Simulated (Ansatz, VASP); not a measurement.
**Two plane-wave programs on HgTe**

```
Hg Te
1.0
     0.00000    3.23338    3.23338
     3.23338    0.00000    3.23338
     3.23338    3.23338    0.00000
Hg Te
1 1
Direct
  0.00000 0.00000 0.00000
  0.75000 0.75000 0.75000
```

Alike in both runs: task single point; functional PBEsol; k mesh 12 × 12 × 12; occupations fermi-dirac, width 0.15 eV; no spin polarisation.

```csv
,VASP,Ansatz
version,VASP 6.6.1,Ansatz 0.2.0
potentials or method,"VASP PAW PBE potentials, release 64 (Hg, Te), cutoff 520 eV","scalar-relativistic, plane waves, PAW"
valence electrons in the cell,18,36
```

```tsv
	VASP	Ansatz	Ansatz less VASP
gap on the k mesh at the Fermi level (eV)	none	none	-
pressure (GPa)	1.0	0.9	-0.12
```

VASP's potentials were made for PBE, not for PBEsol. A gap of «none» marks a metal or a gap that the smearing closes. VASP's potentials hold 18 valence electrons a cell and Ansatz's 36, so a difference there can come from the potentials and not from the codes.

Neither program's run includes spin-orbit coupling.
